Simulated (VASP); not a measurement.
# Ru (Fm-3m) in VASP: notebook

Ru is run at these levels: PBE; tasks: single point, relaxation of cell and atoms.

All numbers are computed with VASP 6.6.1; they aren't measurements. Logs are shortened: lines on timing, memory, paths and dates and some standing lists are left out, and cuts for length are marked.

### 1 The cell of the first run

The structure is cubic, space group Fm-3m (No. 225). The conventional cell has a = 3.811 Å, b = 3.811 Å, c = 3.811 Å, α = 90.00°, β = 90.00°, γ = 90.00°. Within 3.6 Å of Ru (site symmetry m-3m) lie 12 Ru at 2.69 Å.

### 2 Single point, PBE

File INCAR:

```
PREC     = Accurate       # precision mode
ENCUT    = 520            # plane-wave cutoff, eV
EDIFF    = 1E-6           # SCF threshold, eV
ISMEAR   = -1             # smearing method
SIGMA    = 0.05           # smearing width, eV
LREAL    = F              # projectors in reciprocal space
LASPH    = T              # aspherical terms in the spheres
NELM     = 60             # most SCF steps
ALGO     = Normal         # electronic algorithm
ISIF     = 2              # what is computed and relaxed
LWAVE    = F              # write WAVECAR
LCHARG   = T              # write CHGCAR
GGA      = PE             # functional
LELF     = T              # ELF
LVHAR    = T            
NBANDS   = 13             # bands
```

File KPOINTS:

```
regular mesh
0
Gamma
  16 16 16
```

File POSCAR:

```
Ru
1.0
    0.0000000000      1.9054056441      1.9054056441
    1.9054056441      0.0000000000      1.9054056441
    1.9054056441      1.9054056441      0.0000000000
Ru
1
Direct
    0.0000000000      0.0000000000      0.0000000000
```

Potentials or basis: VASP PAW PBE potentials, release 64 (Ru_pv).

On the command line:

```console
$ cat potpaw_PBE.64/Ru_pv/POTCAR > POTCAR
$ mpirun -np 1 vasp_std > vasp.out
```

OUTCAR:

```text
PREC = Accurate
   ENCUT = 520
   EDIFF = 1E-6
   ISMEAR = -1
   LREAL = F
   LASPH = T
   NELM = 60
   ISIF = 2
   GGA = PE

 ion  position               nearest neighbor table
   1  0.000  0.000  0.000-

  LATTYP: Found a face centered cubic cell.
 ALAT       =     3.8108112882

  Lattice vectors:

 A1 = (   0.0000000000,   1.9054056441,   1.9054056441)
 A2 = (   1.9054056441,   0.0000000000,   1.9054056441)
 A3 = (   1.9054056441,   1.9054056441,   0.0000000000)

Analysis of symmetry for initial positions (statically):
=====================================================================
 Subroutine PRICEL returns:
 Original cell was already a primitive cell.

 Routine SETGRP: Setting up the symmetry group for a
 face centered cubic supercell.

 Subroutine GETGRP returns: Found 48 space group operations
[... 9 lines left out ...]

 Routine SETGRP: Setting up the symmetry group for a
 face centered cubic supercell.

 Subroutine GETGRP returns: Found 48 space group operations
[... 11 lines left out ...]
                                     Primitive cell

  volume of cell :      13.8354

  direct lattice vectors                    reciprocal lattice vectors
     0.000000000  1.905405644  1.905405644    -0.262411315  0.262411315  0.262411315
     1.905405644  0.000000000  1.905405644     0.262411315 -0.262411315  0.262411315
     1.905405644  1.905405644  0.000000000     0.262411315  0.262411315 -0.262411315

  length of vectors
     2.694650504  2.694650504  2.694650504     0.454509729  0.454509729  0.454509729

  position of ions in fractional coordinates (direct lattice)
     0.000000000  0.000000000  0.000000000

  ion indices of the primitive-cell ions
   primitive index   ion index
                 1           1

----------------------------------------------------------------------------------------

 KPOINTS: regular mesh

Automatic generation of k-mesh.
 Grid dimensions read from file:
 generate k-points for:   16   16   16

 Generating k-lattice:

  Cartesian coordinates                     Fractional coordinates (reciprocal lattice)
    -0.016400707  0.016400707  0.016400707     0.062500000  0.000000000  0.000000000
     0.016400707 -0.016400707  0.016400707     0.000000000  0.062500000  0.000000000
     0.016400707  0.016400707 -0.016400707     0.000000000  0.000000000  0.062500000

  Length of vectors
     0.028406858  0.028406858  0.028406858

  Shift w.r.t. Gamma in fractional coordinates (k-lattice)
     0.000000000  0.000000000  0.000000000

 Subroutine IBZKPT returns following result:
 ===========================================

 Found    145 irreducible k-points:

 Following reciprocal coordinates:
            Coordinates               Weight
  0.000000  0.000000  0.000000      1.000000
  0.062500  0.000000  0.000000      8.000000
  0.125000  0.000000  0.000000      8.000000
  0.187500  0.000000  0.000000      8.000000
  0.250000  0.000000  0.000000      8.000000
  0.312500  0.000000  0.000000      8.000000
[... 16 lines left out ...]
 -0.125000  0.062500  0.000000     24.000000
 -0.062500  0.062500  0.000000     12.000000
 [... further k-points ...]
   k-points           NKPTS =    145   k-points in BZ     NKDIM =    145   number of bands    NBANDS=     13
   number of dos      NEDOS =    301   number of ions     NIONS =      1
   total plane-waves  NPLWV =   8000
   dimension x,y,z NGX =    20 NGY =   20 NGZ =   20
   dimension x,y,z NGXF=    40 NGYF=   40 NGZF=   40
   ions per type =               1
   NGX,Y,Z   is equivalent  to a cutoff of  12.34, 12.34, 12.34 a.u.
   NGXF,Y,Z  is equivalent  to a cutoff of  24.68, 24.68, 24.68 a.u.
 SYSTEM =  unknown system
   PREC   = accura    normal or accurate (medium, high low for compatibility)
   ISTART =      0    job   : 0-new  1-cont  2-samecut
   ICHARG =      2    charge: 1-file 2-atom 10-const
   ISPIN  =      1    spin polarized calculation?
   LNONCOLLINEAR =      F non collinear calculations
   LSORBIT =      F    spin-orbit coupling
   LASPH  =      T    aspherical Exc in radial PAW
   ENCUT  =  520.0 eV  38.22 Ry    6.18 a.u.   5.01  5.01  5.01*2*pi/ulx,y,z
   NELM   =     60;   NELMIN=  2; NELMDL= -5     # of ELM steps
   EDIFF  = 0.1E-05   stopping-criterion for ELM
   LREAL  =      F    real-space projection
   EDIFFG = 0.1E-04   stopping-criterion for IOM
   NSW    =      0    number of steps for IOM
   IBRION =     -1    ionic relax: 0-MD 1-quasi-New 2-CG
   NFREE  =      0    steps in history (QN), initial steepest desc. (CG)
   ISIF   =      2    stress and relaxation
   ISYM   =      2    0-nonsym 1-usesym 2-fastsym
   POTIM  = 0.5000    time-step for ionic-motion
   TEBEG  =    0.0;   TEEND  =   0.0 temperature during run
   PSTRESS=    0.0 pullay stress
   NELECT =      14.0000    total number of electrons
   NUPDOWN=      -1.0000    fix difference up-down
   EMIN   =  10.00;   EMAX   =-10.00  energy-range for DOS
   EFERMI =   0.00;   METHOD = LEGACY
   ISMEAR =    -1;   SIGMA  =   0.05  broadening in eV -4-tet -1-fermi 0-gaus
   EFERMI_NEDOS =   21; number of points for ismear=-14 and -15
   IALGO  =     38    algorithm
   IMIX   =      4    mixing-type and parameters
     AMIX     =   0.40;   BMIX     =  1.00
     AMIX_MAG =   1.60;   BMIX_MAG =  1.00
  volume/ion in A,a.u.               =      13.84        93.37
  Fermi-wavevector in a.u.,A,eV,Ry     =   1.643564  3.105886 36.753472  2.701304
  Thomas-Fermi vector in A             =   2.733677
   LORBIT       =      0    0 simple, 1 ext, 2 COOP (PROOUT), +10 PAW based schemes
   GGA     = PE    functional components
   LHFCALC =     F    Hartree Fock is set to
   AEXX    =    0.0000 exact exchange contribution
   IVDW    =     0    specifies the selected vdW correction
   LEPSILON=     F    determine dielectric tensor
   LRPA    =     F    only Hartree local field effects (RPA)
 non-spin polarized calculation
  energy-cutoff  :      520.00
  volume of cell :       13.84
 maximum number of plane-waves:       388
   NGX =  9   NGY =  9   NGZ =  9

 number of electron      14.0000002 magnetization

 Free energy of the ion-electron system (eV)
  ---------------------------------------------------
  ext. energy  EPLUGINS =         0.00000000
  ---------------------------------------------------
  free energy    TOTEN  =        -9.12454042 eV

  energy without entropy =       -9.11485007  energy(sigma->0) =       -9.11969525

 E-fermi :  12.4515     XC(G=0): -14.0019

 val. band max:       12.4484353978   @ k =   0.2500   0.0000   0.0000
 cond. band min:      12.4638966780   @ k =  -0.2500   0.2500   0.0625
 fundamental gap:      0.0154612802
 Fermi energy:        12.4514736464

 k-point     1 :       0.0000    0.0000    0.0000
  band No.  band energies     occupation
      1     -30.0127      2.00000
      2     -30.0127      2.00000
      3     -30.0127      2.00000
      4       4.6208      2.00000
      5       9.9051      2.00000
      6       9.9051      2.00000
      7       9.9051      2.00000
      8      12.2863      1.92912
      9      12.2863      1.92912
     10      22.9716      0.00000
     11      27.4822      0.00000
     12      33.1262      0.00000
     13      33.1262      0.00000

 k-point     2 :       0.0625    0.0000    0.0000
  band No.  band energies     occupation
      1     -30.0527      2.00000
      2     -30.0180      2.00000
      3     -30.0179      2.00000
      4       4.7847      2.00000
      5       9.8204      2.00000
      6       9.9735      2.00000
      7       9.9735      2.00000
      8      12.2429      1.96963
      9      12.2429      1.96963
     10      22.9715      0.00000
     11      27.7541      0.00000
     12      32.3224      0.00000
     13      33.3909      0.00000

 k-point     3 :       0.1250    0.0000    0.0000
  band No.  band energies     occupation
      1     -30.1658      2.00000
      2     -30.0328      2.00000
      3     -30.0328      2.00000
      4       5.2463      2.00000
      5       9.6195      2.00000
      6      10.1441      2.00000
      7      10.1441      2.00000
      8      12.1586      1.99430
      9      12.1586      1.99430
     10      22.9714      0.00000
     11      28.4757      0.00000
     12      30.7549      0.00000
     13      34.1565      0.00000

 k-point     4 :       0.1875    0.0000    0.0000
  band No.  band energies     occupation
      1     -30.3326      2.00000
      2     -30.0549      2.00000
      3     -30.0549      2.00000
      4       5.8913      2.00000
      5       9.4661      2.00000
      6      10.2999      2.00000
      7      10.2999      2.00000
      8      12.1742      1.99222
      9      12.1742      1.99222
     10      22.9714      0.00000
     11      29.0195      0.00000
     12      29.4265      0.00000
     13      35.3408      0.00000

 k-point     5 :       0.2500    0.0000    0.0000
  band No.  band energies     occupation
      1     -30.5260      2.00000
      2     -30.0808      2.00000
      3     -30.0808      2.00000
      4       6.4565      2.00000
      5       9.6605      2.00000
      6      10.2964      2.00000
      7      10.2964      2.00000
      8      12.4484      1.03037
      9      12.4484      1.03037
     10      22.9713      0.00000
     11      27.5133      0.00000
     12      29.6841      0.00000
     13      36.7765      0.00000
[... 257 lines left out ...]
 k-point    22 :      -0.1875    0.0625    0.0000
  band No.  band energies     occupation
      1     -30.4036      2.00000
      2     -30.1010      2.00000
      3     -30.0528      2.00000
      4       6.2425      2.00000
      5       9.3208      2.00000
      6      10.3568      2.00000
      7      10.4196      2.00000
      8      11.8511      1.99999
      9      12.6502      0.03687
     10      22.9714      0.00000
     11      28.6625      0.00000
     12      29.7500      0.00000
     13      34.6323      0.00000

 k-point    23 :      -0.1250    0.0625    0.0000
  band No.  band energies     occupation
      1     -30.2326      2.00000
      2     -30.0704      2.00000
      3     -30.0320      2.00000
      4       5.5849      2.00000
      5       9.4349      2.00000
      6      10.2675      2.00000
      7      10.2969      2.00000
      8      11.8648      1.99998
      9      12.3919      1.53429
     10      22.9714      0.00000
     11      28.9791      0.00000
     12      30.1981      0.00000
     13      33.7688      0.00000

 k-point    24 :      -0.0625    0.0625    0.0000
  band No.  band energies     occupation
      1     -30.1087      2.00000
      2     -30.0412      2.00000
      3     -30.0198      2.00000
      4       5.0494      2.00000
      5       9.6653      2.00000
      6      10.0674      2.00000
      7      10.1203      2.00000
      8      12.0580      1.99924
      9      12.3091      1.89036
     10      22.9715      0.00000
     11      28.1825      0.00000
     12      31.5572      0.00000
     13      33.3154      0.00000

 [... further k-points ...]
[... 5 lines left out ...]
  --------------------------------------------------------------------------------------
  -------------------------------------------------------------------------------------
  Total       -0.0076825     -0.0076825     -0.0076825      0.0000000      0.0000000     -0.0000000
  in kB       -0.8896555     -0.8896555     -0.8896555      0.0000000      0.0000000     -0.0000000
  external PRESSURE =      -0.8896555 kB  Pullay stress =       0.0000000 kB

 VOLUME and BASIS-vectors are now :
 -----------------------------------------------------------------------------
  energy-cutoff  :      520.00
  volume of cell :       13.84
      direct lattice vectors                 reciprocal lattice vectors
     0.000000000  1.905405644  1.905405644    -0.262411315  0.262411315  0.262411315
     1.905405644  0.000000000  1.905405644     0.262411315 -0.262411315  0.262411315
     1.905405644  1.905405644  0.000000000     0.262411315  0.262411315 -0.262411315

 POSITION                                       TOTAL-FORCE (eV/Angst)
 -----------------------------------------------------------------------------------
      0.00000      0.00000      0.00000         0.000000      0.000000     -0.000000
 -----------------------------------------------------------------------------------
    total drift:                                0.000000      0.000000      0.000000

  FREE ENERGIE OF THE ION-ELECTRON SYSTEM (eV)
  ---------------------------------------------------
  free  energy   TOTEN  =        -9.1245404167 eV

  energy  without entropy=       -9.1148500744  energy(sigma->0) =       -9.11969525
```

Wall time 18 s (1 thread of Intel Xeon Platinum 8259CL at 2.50GHz (Skylake/Cascade Lake), shared host); peak memory 0.14 GiB.

Results:

* Free energy: -9.1245 eV
* Pressure: -0.1 GPa
* Band gap on the k mesh: zero (band 7 reaches 14.60 eV, above the bottom of band 8 at 11.11 eV)

Levels at points of the mesh, in eV from the Fermi level:
```
           k point  band 3  band 4  band 5  band 6  band 7  band 8  band 9  band 10  band 11  band 12
(0.00, 0.00, 0.00)  -42.46   -7.83   -2.55   -2.55   -2.55   -0.17   -0.17    10.52    15.03    20.67
(0.50, 0.00, 0.00)  -42.60   -5.97   -2.67   -2.67    0.98    1.65    1.65     9.82    10.52    14.63
(0.50, 0.50, 0.00)  -42.83   -6.26   -5.79    1.61    2.15    2.15    3.57    10.52    13.31    13.31
```

(Part 1 of 2 ends here.)
